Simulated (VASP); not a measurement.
The system is ScAl3.

```xyz
4
Lattice="-2.0128 2.0128 4.4232 2.0128 -2.0128 4.4232 2.0128 2.0128 -4.4232" Properties=species:S:1:pos:R:3 pbc="T T T"
Sc    0.0000    0.0000    0.0000
Al    0.0000    2.0128    2.2116
Al    2.0128    0.0000    2.2116
Al    0.0000    0.0000    4.4232
```

Base run:

```yaml
Program: VASP 6.6.1
Functional: revPBE
Potentials_or_basis: VASP PAW PBE potentials, release 64 (Sc_sv, Al)
Cutoff: 520 eV
k_mesh: 6 × 6 × 6
Occupations: gaussian, width 0.1 eV
Spin: no spin polarisation
```

Its results: band gap on the k mesh zero (bands 10 and 11 overlap by 1.86 eV); pressure 0.9 GPa.

The run is repeated on the same cell with these changes: functional from revPBE to r2SCAN. What comes out?

Band gap on the k mesh zero (bands 10 and 11 overlap by 2.03 eV); pressure -1.8 GPa.

Caveats: the PAW data sets were made with another functional, which shifts forces and pressure a little.
